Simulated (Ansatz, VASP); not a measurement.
Two plane-wave programs on GaAs

Contents of INCAR:

```
  PREC = Accurate
  ENCUT = 520
  EDIFF = 1E-6
  ISMEAR = 0
  SIGMA = 0.05
  LREAL = False
  LASPH = True
  NELM = 80
  ALGO = Normal
  ISIF = 2
  LWAVE = False
  LCHARG = False
  GGA = PE
  NBANDS = 16
```

Contents of KPOINTS:

```
regular mesh
0
Gamma
  10 10 10
```

File POSCAR:

```
GaAs
1.0
    0.0000000000      2.7561787500      2.9681925000
    2.7561787500      0.0000000000      2.9681925000
    2.7561787500      2.7561787500      0.0000000000
Ga As
1 1
Direct
    0.0000000000      0.0000000000      0.0000000000
    0.7500000000      0.7500000000      0.7500000000
```

Input for Ansatz:

```yaml
crystal:
  lattice:
    - [0.0, 2.75617875, 2.9681925]
    - [2.75617875, 0.0, 2.9681925]
    - [2.75617875, 2.75617875, 0.0]
  atoms:
    - { symbol: Ga, position: [0.0, 0.0, 0.0] }
    - { symbol: As, position: [0.75, 0.75, 0.75] }
basis:
  ecutwfc: 420
kpoints:
  mp_grid: { grid: [10, 10, 10] }
hamiltonian:
  xc: pbe
scf:
  occupations: { method: gaussian, width: 0.05 }
output:
  forces: true
  stress: true
  eigenvalues: true
```

Change from the starting cell: strain -0.025 along x and y, +0.050 along z, atoms carried along.

Alike in both runs: task single point; functional PBE; k mesh 10 × 10 × 10; occupations gaussian, width 0.05 eV; no spin polarisation.

|  | VASP | Ansatz |
| --- | --- | --- |
| version | VASP 6.6.1 | Ansatz 0.2.0 |
| potentials or method | VASP PAW PBE potentials, release 64 (Ga_d, As), cutoff 520 eV | scalar-relativistic, plane waves, PAW |
| valence electrons in the cell | 18 | 28 |

VASP gave:

| Quantity | Value |
| --- | --- |
| gap on the k mesh at the Fermi level (eV) | 0.33 |
| least direct gap on the mesh (eV) | 0.33 |
| pressure (GPa) | 3.5 |
| traceless stress, the component that is largest in VASP (GPa) | -3.33 |

**Question.** Estimate Ansatz's values.

**Answer.** gap on the k mesh at the Fermi level (eV): 0.33; least direct gap on the mesh (eV): 0.33; pressure (GPa): 3.4; traceless stress, the component that is largest in VASP (GPa): -3.33.

VASP's potentials hold 18 valence electrons a cell and Ansatz's 28, so a difference there can come from the potentials and not from the codes.
